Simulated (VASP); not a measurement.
Here is a VASP 6.6.1 calculation.

INCAR

```
PREC = Accurate ; ENCUT = 520
EDIFF = 1E-7 ; ISMEAR = 0
SIGMA = 0.05 ; LREAL = False
LASPH = True ; NELM = 60
ALGO = Normal ; ISIF = 2
LWAVE = False ; LCHARG = False
GGA = PE ; NBANDS = 28
```

Contents of KPOINTS:

```
Automatic mesh
0
Gamma
  8 8 8
```

The input POSCAR:

```
BaTiO3
1.0
    4.0192501416      0.0000000000      0.0000000000
    0.0000000000      4.0192501416      0.0703368775
    0.0000000000      0.0703368775      4.0192501416
Ba Ti O
1 1 3
Direct
    0.5000000000      0.5000000000      0.5000000000
    0.0000000000      0.0000000000      0.0000000000
    0.5000000000      0.0000000000      0.0000000000
    0.0000000000      0.5000000000      0.0000000000
    0.0000000000      0.0000000000      0.5000000000
```

Potentials or basis: VASP PAW PBE potentials, release 64 (Ba_sv, Ti_sv, O).

Run with:

```console
$ cat potpaw_PBE.64/Ba_sv/POTCAR potpaw_PBE.64/Ti_sv/POTCAR potpaw_PBE.64/O/POTCAR > POTCAR
$ mpirun -np 1 vasp_std > vasp.out
```

Task: What does it give for the pressure?

Result: 1.8 GPa.

Task: Predict the band gap on the k mesh.

Result: 1.63 eV (least direct gap 1.71 eV).

Stress tensor (GPa, compression positive):
```
 1.78  0.00  0.00
 0.00  1.86 -4.31
 0.00 -4.31  1.86
```

Caveat: the cell differs from its parent crystal (strain +0.0350 x Voigt [0, 0, 0, 1, 0, 0]); spin-orbit coupling is left out, which moves the levels of the heavy elements. A k mesh can miss the band edges.
